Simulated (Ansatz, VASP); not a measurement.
# One calculation of Mg, two programs

Contents of POSCAR:

```
Mg
1.0
    3.1768261656      0.0000000000      0.0000000000
   -1.5884130828      2.7512121628      0.0000000000
    0.0000000000      0.0000000000     10.3188620100
Mg
4
Direct
    0.6666666667      0.3333333333      0.7500000000
    0.0000000000      0.0000000000      0.5000000000
    0.3333333333      0.6666666667      0.2500000000
    0.0000000000      0.0000000000      0.0000000000
```

INCAR.step1

```
SYSTEM = Mg
ALGO     = Normal         ! electronic algorithm
EDIFF    = 1E-5           ! SCF threshold, eV
ENCUT    = 520            ! plane-wave cutoff, eV
GGA      = PE             ! functional
ISIF     = 2              ! what is computed and relaxed
ISMEAR   = -1             ! smearing method
LASPH    = .TRUE.         ! aspherical terms in the spheres
LCHARG   = .FALSE.        ! write CHGCAR
LREAL    = .FALSE.        ! projectors in reciprocal space
LWAVE    = .TRUE.         ! write WAVECAR
NBANDS   = 12             ! bands
NELM     = 100            ! most SCF steps
PREC     = Accurate       ! precision mode
SIGMA    = 0.05           ! smearing width, eV
```

INCAR.step2

```
SYSTEM = Mg
AEXX     = 0.25           ! exact-exchange fraction
ALGO     = Normal         ! electronic algorithm
EDIFF    = 1E-6           ! SCF threshold, eV
ENCUT    = 520            ! plane-wave cutoff, eV
ISIF     = 2              ! what is computed and relaxed
ISMEAR   = -1             ! smearing method
ISTART   = 1            
LASPH    = .TRUE.         ! aspherical terms in the spheres
LCHARG   = .FALSE.        ! write CHGCAR
LHFCALC  = .TRUE.         ! exact exchange
LMIXTAU  = .TRUE.       
LREAL    = .FALSE.        ! projectors in reciprocal space
LWAVE    = .FALSE.        ! write WAVECAR
METAGGA  = R2SCAN         ! meta-GGA
NBANDS   = 12             ! bands
NELM     = 100            ! most SCF steps
PREC     = Accurate       ! precision mode
PRECFOCK = Normal       
SIGMA    = 0.05           ! smearing width, eV
```

Contents of KPOINTS:

```
k-points
0
G
  5 5 2
  0 0 0
```

input.yaml

```yaml
crystal:
  lattice:
    - [3.1768261656, 0.0, 0.0]
    - [-1.5884130828, 2.7512121628, 0.0]
    - [0.0, 0.0, 10.31886201]
  atoms:
    - { symbol: Mg, position: [0.6666666667, 0.3333333333, 0.75] }
    - { symbol: Mg, position: [0.0, 0.0, 0.5] }
    - { symbol: Mg, position: [0.3333333333, 0.6666666667, 0.25] }
    - { symbol: Mg, position: [0.0, 0.0, 0.0] }
hamiltonian:
  xc: r2scan0
  pseudopotentials: { kind: paw }
kpoints:
  mp_grid: { grid: [5, 5, 2] }
scf:
  occupations: { method: fermi_dirac, width: 0.05 }
output:
  forces: true
  stress: true
  eigenvalues: true
```

Alike in both runs: task single point; functional r2SCAN0; k mesh 5 × 5 × 2; occupations fermi-dirac, width 0.05 eV; no spin polarisation.

```csv
,VASP,Ansatz
version,VASP 6.6.1,Ansatz 0.2.0
potentials or method,"VASP PAW PBE potentials, release 64 (Mg)",Ansatz PAW
plane-wave cutoff (eV),520,500
valence electrons in the cell,8,40
```

```tsv
	VASP	Ansatz	Ansatz less VASP
gap on the k mesh at the Fermi level (eV)	none	none	-
pressure (GPa)	-0.2	0.2	+0.35
traceless stress, the component that is largest in VASP (GPa)	0.82	0.90	+0.079
```

VASP's potentials were made for PBE, not for r2SCAN0. A gap of «none» marks a metal or a gap that the smearing closes. With one functional, cell and mesh, what is left measures potentials, basis and numerics. VASP's potentials hold 8 valence electrons a cell and Ansatz's 40, so a difference there can come from the potentials and not from the codes.

The k mesh is coarse, so the values compare programs but aren't converged.
